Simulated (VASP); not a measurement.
# WC (I4/mmm) in VASP: notebook

The runs below take WC through single point, with PBEsol.

Everything below comes from runs of VASP 6.6.1. Logs are shortened: lines on timing, memory, paths and dates and some standing lists are left out, and cuts for length are marked.

## Step 1: The cell of the first run

The structure is tetragonal, space group I4/mmm (No. 139). The conventional cell has a = 3.188 Å, b = 3.188 Å, c = 4.148 Å, α = 90.00°, β = 90.00°, γ = 90.00°. W (site symmetry 4/mmm) has 6 C at 2.07 to 2.25 Å within 2.7 Å. C (site symmetry 4/mmm) has 6 W at 2.07 to 2.25 Å within 2.7 Å.

## Step 2: Single point, PBEsol

Input file INCAR:

```
SYSTEM = WC
  PREC = Accurate
  ENCUT = 1300
  EDIFF = 1E-6
  ISMEAR = 0
  SIGMA = 0.15
  LREAL = .False.
  LASPH = .True.
  NELM = 120
  ALGO = Normal
  ISIF = 2
  LWAVE = .False.
  LCHARG = .False.
  GGA = PS
  NBANDS = 16
  GGA_COMPAT = .False.
```

Input file KPOINTS:

```
Automatic mesh
0
Gamma
  20 20 20
  0 0 0
```

Input file POSCAR:

```
WC
1.0
    0.0000000000      2.2544819978      2.0741234380
    2.2544819978      0.0000000000      2.0741234380
    2.2544819978      2.2544819978      0.0000000000
W C
1 1
Direct
    0.0000000000      0.0000000000      0.0000000000
    0.5000000000      0.5000000000      0.5000000000
```

Potentials or basis: VASP PAW PBE potentials, release 64 (W_sv, C_h).

Run with:

```sh
$ cat potpaw_PBE.64/W_sv/POTCAR potpaw_PBE.64/C_h/POTCAR > POTCAR
$ mpirun -np 1 vasp_std > vasp.out
```

OUTCAR:

```text
SYSTEM = WC
   PREC = Accurate
   ENCUT = 1300
   EDIFF = 1E-6
   ISMEAR = 0
   LREAL = .False.
   LASPH = .True.
   NELM = 120
   ISIF = 2
   GGA = PS

 ion  position               nearest neighbor table
   1  0.000  0.000  0.000-   2 2.07   2 2.07   2 2.25   2 2.25   2 2.25   2 2.25
   2  0.500  0.500  0.500-   1 2.07   1 2.07   1 2.25   1 2.25   1 2.25   1 2.25

  LATTYP: Found a body centered tetragonal cell.
 ALAT       =     3.1883190174
 C/A-ratio  =     1.3010764774

  Lattice vectors:

 A1 = (   0.0000000000,  -2.2544819978,  -2.0741234380)
 A2 = (   0.0000000000,   2.2544819978,  -2.0741234380)
 A3 = (   2.2544819978,   0.0000000000,   2.0741234380)

Analysis of symmetry for initial positions (statically):
=====================================================================
 Subroutine PRICEL returns:
 Original cell was already a primitive cell.

 Routine SETGRP: Setting up the symmetry group for a
 body centered tetragonal supercell.

 Subroutine GETGRP returns: Found 16 space group operations
 (whereof 16 operations were pure point group operations)
 out of a pool of 16 trial point group operations.

The static configuration has the point symmetry D_4h.

Analysis of symmetry for dynamics (positions and initial velocities):
=====================================================================
 Subroutine PRICEL returns:
 Original cell was already a primitive cell.

 Routine SETGRP: Setting up the symmetry group for a
 body centered tetragonal supercell.

 Subroutine GETGRP returns: Found 16 space group operations
 (whereof 16 operations were pure point group operations)
 out of a pool of 16 trial point group operations.

The dynamic configuration has the point symmetry D_4h.

 Subroutine INISYM returns: Found 16 space group operations
 (whereof 16 operations are pure point group operations),
 and found     1 'primitive' translations

----------------------------------------------------------------------------------------

                                     Primitive cell

  volume of cell :      21.0842

  direct lattice vectors                    reciprocal lattice vectors
     0.000000000  2.254481998  2.074123438    -0.221780436  0.221780436  0.241065691
     2.254481998  0.000000000  2.074123438     0.221780436 -0.221780436  0.241065691
     2.254481998  2.254481998  0.000000000     0.221780436  0.221780436 -0.241065691

  length of vectors
     3.063442037  3.063442037  3.188319017     0.395582850  0.395582850  0.395582850

  position of ions in fractional coordinates (direct lattice)
     0.000000000  0.000000000  0.000000000
     0.500000000  0.500000000  0.500000000

  ion indices of the primitive-cell ions
   primitive index   ion index
                 1           1
                 2           2

----------------------------------------------------------------------------------------

 KPOINTS: Automatic mesh

Automatic generation of k-mesh.
 Grid dimensions read from file:
 generate k-points for:   20   20   20

 Generating k-lattice:

  Cartesian coordinates                     Fractional coordinates (reciprocal lattice)
    -0.011089022  0.011089022  0.012053285     0.050000000  0.000000000  0.000000000
     0.011089022 -0.011089022  0.012053285     0.000000000  0.050000000  0.000000000
     0.011089022  0.011089022 -0.012053285    -0.000000000 -0.000000000  0.050000000

  Length of vectors
     0.019779142  0.019779142  0.019779142

  Shift w.r.t. Gamma in fractional coordinates (k-lattice)
     0.000000000  0.000000000  0.000000000

 Subroutine IBZKPT returns following result:
 ===========================================

 Found    641 irreducible k-points:

 Following reciprocal coordinates:
            Coordinates               Weight
  0.000000  0.000000  0.000000      1.000000
  0.050000  0.000000  0.000000      8.000000
  0.100000 -0.000000  0.000000      8.000000
  0.150000 -0.000000  0.000000      8.000000
  0.200000 -0.000000  0.000000      8.000000
  0.250000  0.000000  0.000000      8.000000
[... 16 lines left out ...]
 -0.400000  0.050000  0.000000      8.000000
 -0.350000  0.050000  0.000000      8.000000
 [... further k-points ...]
   k-points           NKPTS =    641   k-points in BZ     NKDIM =    641   number of bands    NBANDS=     16
   number of dos      NEDOS =    301   number of ions     NIONS =      2
   total plane-waves  NPLWV =  51840
   dimension x,y,z NGX =    36 NGY =   36 NGZ =   40
   dimension x,y,z NGXF=    72 NGYF=   72 NGZF=   80
   ions per type =               1   1
   NGX,Y,Z   is equivalent  to a cutoff of  19.54, 19.54, 20.86 a.u.
   NGXF,Y,Z  is equivalent  to a cutoff of  39.07, 39.07, 41.71 a.u.
 SYSTEM =  WC
   PREC   = accura    normal or accurate (medium, high low for compatibility)
   ISTART =      0    job   : 0-new  1-cont  2-samecut
   ICHARG =      2    charge: 1-file 2-atom 10-const
   ISPIN  =      1    spin polarized calculation?
   LNONCOLLINEAR =      F non collinear calculations
   LSORBIT =      F    spin-orbit coupling
   LASPH  =      T    aspherical Exc in radial PAW
   ENCUT  = 1300.0 eV  95.55 Ry    9.77 a.u.   9.01  9.01  9.37*2*pi/ulx,y,z
   NELM   =    120;   NELMIN=  2; NELMDL= -5     # of ELM steps
   EDIFF  = 0.1E-05   stopping-criterion for ELM
   LREAL  =      F    real-space projection
   EDIFFG = 0.1E-04   stopping-criterion for IOM
   NSW    =      0    number of steps for IOM
   IBRION =     -1    ionic relax: 0-MD 1-quasi-New 2-CG
   NFREE  =      0    steps in history (QN), initial steepest desc. (CG)
   ISIF   =      2    stress and relaxation
   ISYM   =      2    0-nonsym 1-usesym 2-fastsym
   POTIM  = 0.5000    time-step for ionic-motion
   TEBEG  =    0.0;   TEEND  =   0.0 temperature during run
   PSTRESS=    0.0 pullay stress
   NELECT =      18.0000    total number of electrons
   NUPDOWN=      -1.0000    fix difference up-down
   EMIN   =  10.00;   EMAX   =-10.00  energy-range for DOS
   EFERMI =   0.00;   METHOD = LEGACY
   ISMEAR =     0;   SIGMA  =   0.15  broadening in eV -4-tet -1-fermi 0-gaus
   EFERMI_NEDOS =   21; number of points for ismear=-14 and -15
   IALGO  =     38    algorithm
   IMIX   =      4    mixing-type and parameters
     AMIX     =   0.40;   BMIX     =  1.00
     AMIX_MAG =   1.60;   BMIX_MAG =  1.00
  volume/ion in A,a.u.               =      10.54        71.14
  Fermi-wavevector in a.u.,A,eV,Ry     =   1.553029  2.934800 32.815887  2.411900
  Thomas-Fermi vector in A             =   2.657319
   LORBIT       =      0    0 simple, 1 ext, 2 COOP (PROOUT), +10 PAW based schemes
   GGA     = PS    functional components
   LHFCALC =     F    Hartree Fock is set to
   AEXX    =    0.0000 exact exchange contribution
   IVDW    =     0    specifies the selected vdW correction
   LEPSILON=     F    determine dielectric tensor
   LRPA    =     F    only Hartree local field effects (RPA)
 non-spin polarized calculation
 Gauss-broadening in eV      SIGMA  =   0.15
  energy-cutoff  :     1300.00
  volume of cell :       21.08
 maximum number of plane-waves:      2296
   NGX = 19   NGY = 19   NGZ = 19

 number of electron      18.0000000 magnetization

 Free energy of the ion-electron system (eV)
  ---------------------------------------------------
  ext. energy  EPLUGINS =         0.00000000
  ---------------------------------------------------
  free energy    TOTEN  =       -22.80698659 eV

  energy without entropy =      -22.79406886  energy(sigma->0) =      -22.80052772

 E-fermi :  12.5465     XC(G=0): -13.8679

 val. band max:       12.5428242559   @ k =  -0.3000   0.0000   0.2500
 cond. band min:      12.5476208940   @ k =   0.3000  -0.0000   0.2500
 fundamental gap:      0.0047966380
 Fermi energy:        12.5464706436

 k-point     1 :       0.0000    0.0000    0.0000
  band No.  band energies     occupation
      1     -62.7585      2.00000
      2     -26.7907      2.00000
      3     -26.7580      2.00000
      4     -26.7580      2.00000
      5      -3.2224      2.00000
      6       9.5252      2.00000
[... 8 lines left out ...]
     15      22.2888      0.00000
     16      34.3910      0.00000

 k-point     2 :       0.0500    0.0000    0.0000
  band No.  band energies     occupation
      1     -62.7575      2.00000
      2     -26.7990      2.00000
      3     -26.7656      2.00000
      4     -26.7606      2.00000
      5      -3.1509      2.00000
      6       9.3568      2.00000
[... 8 lines left out ...]
     15      22.4571      0.00000
     16      33.7906      0.00000

 k-point     3 :       0.1000   -0.0000    0.0000
  band No.  band energies     occupation
      1     -62.7548      2.00000
      2     -26.8357      2.00000
      3     -26.7751      2.00000
      4     -26.7681      2.00000
      5      -2.9396      2.00000
      6       8.8211      2.00000
[... 8 lines left out ...]
     15      22.9333      0.00000
     16      32.4117      0.00000

 k-point     4 :       0.1500   -0.0000    0.0000
  band No.  band energies     occupation
      1     -62.7506      2.00000
      2     -26.9015      2.00000
      3     -26.7803      2.00000
      4     -26.7798      2.00000
      5      -2.5978      2.00000
      6       8.0477      2.00000
[... 8 lines left out ...]
     15      23.6188      0.00000
     16      30.9138      0.00000

 k-point     5 :       0.2000   -0.0000    0.0000
  band No.  band energies     occupation
      1     -62.7454      2.00000
      2     -26.9856      2.00000
      3     -26.7945      2.00000
      4     -26.7846      2.00000
      5      -2.1400      2.00000
      6       7.1992      2.00000
[... 8 lines left out ...]
     15      24.3126      0.00000
     16      29.7617      0.00000

 k-point     6 :       0.2500    0.0000    0.0000
  band No.  band energies     occupation
      1     -62.7396      2.00000
      2     -27.0781      2.00000
      3     -26.8107      2.00000
      4     -26.7888      2.00000
      5      -1.5848      2.00000
      6       6.3406      2.00000
[... 8 lines left out ...]
     15      24.7799      0.00000
     16      29.2998      0.00000

 k-point     7 :       0.3000   -0.0000    0.0000
  band No.  band energies     occupation
      1     -62.7337      2.00000
      2     -27.1693      2.00000
      3     -26.8269      2.00000
      4     -26.7928      2.00000
      5      -0.9537      2.00000
      6       5.4925      2.00000
[... 8 lines left out ...]
     15      25.1570      0.00000
     16      27.6885      0.00000

 k-point     8 :       0.3500    0.0000    0.0000
  band No.  band energies     occupation
      1     -62.7285      2.00000
      2     -27.2505      2.00000
      3     -26.8415      2.00000
      4     -26.7964      2.00000
      5      -0.2705      2.00000
      6       4.6649      2.00000
[... 8 lines left out ...]
     15      25.6316      0.00000
     16      26.1892      0.00000

 k-point     9 :       0.4000   -0.0000    0.0000
  band No.  band energies     occupation
      1     -62.7243      2.00000
      2     -27.3143      2.00000
      3     -26.8530      2.00000
      4     -26.7992      2.00000
      5       0.4361      2.00000
      6       3.8703      2.00000
[... 8 lines left out ...]
     15      24.9326      0.00000
     16      25.7864      0.00000
[... 172 lines left out ...]
 k-point    19 :       0.4000    0.0500    0.0000
  band No.  band energies     occupation
      1     -62.7245      2.00000
      2     -27.3002      2.00000
      3     -26.8594      2.00000
      4     -26.8013      2.00000
      5       0.3223      2.00000
      6       4.0443      2.00000
[... 8 lines left out ...]
     15      25.2024      0.00000
     16      26.1938      0.00000

 k-point    20 :       0.4500    0.0500    0.0000
  band No.  band energies     occupation
      1     -62.7215      2.00000
      2     -27.3449      2.00000
      3     -26.8657      2.00000
      4     -26.8068      2.00000
      5       0.9732      2.00000
      6       3.3213      2.00000
[... 8 lines left out ...]
     15      24.3709      0.00000
     16      25.6104      0.00000

 k-point    21 :       0.5000    0.0500    0.0000
  band No.  band energies     occupation
      1     -62.7201      2.00000
      2     -27.3639      2.00000
      3     -26.8669      2.00000
      4     -26.8116      2.00000
      5       1.3931      2.00000
      6       2.8600      2.00000
[... 8 lines left out ...]
     15      23.9680      0.00000
     16      25.1633      0.00000

 k-point    22 :      -0.4500    0.0500    0.0000
  band No.  band energies     occupation
      1     -62.7207      2.00000
      2     -27.3554      2.00000
      3     -26.8630      2.00000
      4     -26.8152      2.00000
      5       1.1588      2.00000
      6       3.0765      2.00000
[... 8 lines left out ...]
     15      24.1206      0.00000
     16      25.1968      0.00000

 k-point    23 :      -0.4000    0.0500    0.0000
  band No.  band energies     occupation
      1     -62.7230      2.00000
      2     -27.3201      2.00000
      3     -26.8543      2.00000
      4     -26.8174      2.00000
      5       0.5443      2.00000
      6       3.6980      2.00000
[... 8 lines left out ...]
     15      24.8855      0.00000
     16      25.4785      0.00000

 k-point    24 :      -0.3500    0.0500    0.0000
  band No.  band energies     occupation
      1     -62.7268      2.00000
      2     -27.2611      2.00000
      3     -26.8417      2.00000
      4     -26.8180      2.00000
      5      -0.1371      2.00000
      6       4.4223      2.00000
[... 8 lines left out ...]
     15      25.4307      0.00000
     16      26.1132      0.00000

 [... further k-points ...]
[... 5 lines left out ...]
  --------------------------------------------------------------------------------------
  -------------------------------------------------------------------------------------
  Total       -2.8191545     -2.8191545      4.2525827      0.0000000      0.0000000      0.0000000
  in kB     -214.2255800   -214.2255800    323.1507806      0.0000000      0.0000000      0.0000000
  external PRESSURE =     -35.1001265 kB  Pullay stress =       0.0000000 kB

 VOLUME and BASIS-vectors are now :
 -----------------------------------------------------------------------------
  energy-cutoff  :     1300.00
  volume of cell :       21.08
      direct lattice vectors                 reciprocal lattice vectors
     0.000000000  2.254481998  2.074123438    -0.221780436  0.221780436  0.241065691
     2.254481998  0.000000000  2.074123438     0.221780436 -0.221780436  0.241065691
     2.254481998  2.254481998  0.000000000     0.221780436  0.221780436 -0.241065691

 POSITION                                       TOTAL-FORCE (eV/Angst)
 -----------------------------------------------------------------------------------
      0.00000      0.00000      0.00000         0.000000      0.000000     -0.000000
      2.25448      2.25448      2.07412         0.000000      0.000000      0.000000
 -----------------------------------------------------------------------------------
    total drift:                               -0.000000      0.000000      0.000000

  FREE ENERGIE OF THE ION-ELECTRON SYSTEM (eV)
  ---------------------------------------------------
  free  energy   TOTEN  =       -22.8069865925 eV

  energy  without entropy=      -22.7940688551  energy(sigma->0) =      -22.80052772
```

It took 4.4 min on 1 thread of Intel Xeon 6975P-C (Granite Rapids), shared host; peak memory 0.91 GiB.

Results:

```
Free energy            : -22.8070 eV
Pressure               : -3.5 GPa
Band gap on the k mesh : zero (bands 9 and 10 overlap by 3.37 eV)
```

Levels at points of the mesh, in eV from the Fermi level:
| k point | band 7 | band 8 | band 9 | band 10 | band 11 | band 12 |
| --- | --- | --- | --- | --- | --- | --- |
| (0.00, 0.00, 0.00) | -3.02 | -2.03 | -1.43 | -1.15 | -1.15 | -0.83 |
| (0.50, 0.00, 0.00) | -6.68 | -6.59 | 0.76 | 1.50 | 2.53 | 4.85 |
| (0.50, 0.50, 0.00) | -4.84 | -2.84 | -2.84 | 1.02 | 2.27 | 2.27 |
| (0.50, 0.00, 0.50) | -5.70 | -2.36 | -2.07 | 0.62 | 1.87 | 2.65 |

Caveat: the stress differs along the axes, from -21 to 32 GPa; the PAW data sets were made with another functional, which shifts forces and pressure a little; spin-orbit coupling is left out, which moves the levels of the heavy elements.

(Continued in part 2 of 2.)
